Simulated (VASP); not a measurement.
**Bi2Se3: single point with PBEsol**

Bi2Se3:

```
CELL_PARAMETERS angstrom
2.16843 1.25194 10.01690
-2.16843 1.25194 10.01690
0.00000 -2.50389 10.01690
ATOMIC_POSITIONS crystal
Bi 0.40026 0.40026 0.40026
Bi 0.59974 0.59974 0.59974
Se 0.00000 0.00000 0.00000
Se 0.21164 0.21164 0.21164
Se 0.78836 0.78836 0.78836
```

This cell differs from its parent crystal: strain +0.050 along x and y, +0.050 along z.

```
Program                : VASP 6.6.1
Task                   : single point
Functional             : PBEsol
Potentials or basis    : VASP PAW PBE potentials, release 64 (Bi_d, Se)
Cutoff                 : 500 eV
k mesh                 : 12 × 12 × 12
Occupations            : gaussian, width 0.03 eV
Spin                   : no spin polarisation
Dipole correction      : no
Further INCAR settings : ALGO = Normal; EDIFF = 1e-06; NBANDS = 32
```

```
Pressure               : -6.7 GPa
Largest force          : 0.915 eV/Å
Band gap on the k mesh : 0.23 eV
```

Forces on the atoms (eV/Å):
```
Bi   0.000  0.000  0.325
Bi   0.000  0.000 -0.325
Se   0.000  0.000  0.000
Se   0.000  0.000  0.915
Se   0.000  0.000 -0.915
```

Stress tensor (GPa, compression positive):
```
-6.77  0.00  0.00
 0.00 -6.77  0.00
 0.00  0.00 -6.69
```

Levels at points of the mesh, in eV from the valence-band top:
| k point | band 22 | band 23 | band 24 | band 25 | band 26 | band 27 |
| --- | --- | --- | --- | --- | --- | --- |
| (0.00, 0.00, 0.00) | -0.82 | -0.82 | 0.00 | 0.23 | 1.45 | 1.45 |
| (0.50, 0.00, 0.00) | -1.65 | -0.84 | -0.44 | 0.89 | 1.89 | 2.81 |
| (0.50, 0.50, 0.00) | -1.46 | -1.18 | -0.78 | 1.38 | 1.95 | 2.39 |
| (0.50, 0.50, 0.50) | -0.96 | -0.96 | -0.44 | 0.72 | 1.69 | 1.69 |

Run time: 46 min on 1 thread of Intel(R) Xeon(R) 6975P-C (Granite Rapids), on a shared host, peak memory 1.4 GiB.

Caveat: the cell differs from its parent crystal (strain +0.050 along x and y, +0.050 along z); the cell stands under tension; the PAW data sets were made with another functional, which shifts forces and pressure a little; spin-orbit coupling is left out, which moves the levels of the heavy elements. A k mesh can miss the band edges.
